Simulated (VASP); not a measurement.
Here is a VASP 6.6.1 calculation.

Contents of INCAR:

```
PREC = Accurate
ENCUT = 520
EDIFF = 1E-6
ISMEAR = 0
SIGMA = 0.05
LREAL = F
LASPH = T
NELM = 80
ALGO = Normal
ISIF = 2
LWAVE = F
LCHARG = T
GGA = PS
LELF = T
LVHAR = T
NBANDS = 26
```

File KPOINTS:

```
Automatic mesh
0
Gamma
  8 8 3
```

POSCAR

```
AlN
1.0
   -3.1135599822      0.0000000000      0.0000000000
   -1.5567799911     -2.6964220408      0.0000000000
   -0.6486583296     -1.1235091837     11.9667009506
Al N
4 4
Direct
    0.3333333333      0.0194438626      0.7533347297
    0.3333333333      0.1929583542      0.3368999499
    0.6666666667      0.6130489333      0.1286825600
    0.6666666667      0.4395344417      0.5451173398
    0.3333333333      0.3001938209      0.0795348299
    0.3333333333      0.1266793293      0.4959696097
    0.6666666667      0.5467699084      0.2877522198
    0.6666666667      0.3732554168      0.7041869996
```

Potentials or basis: VASP PAW PBE potentials, release 64 (Al, N).

Command:

```sh
$ cat potpaw_PBE.64/Al/POTCAR potpaw_PBE.64/N/POTCAR > POTCAR
$ mpirun -np 1 vasp_std > vasp.out
```

Q: What does it give for the pressure?

A: -2.3 GPa.

Q: What does it give for the largest force?

A: 2.326 eV/Å.

Q: What does it give for the band gap on the k mesh?

A: Zero (band 16 reaches 5.84 eV, above the bottom of band 17 at 5.72 eV).

Stress tensor (GPa, compression positive):
```
-1.17 -0.17  0.32
-0.17 -1.51  0.12
 0.32  0.12 -4.25
```

Caveat: the PAW data sets were made with another functional, which shifts forces and pressure a little.
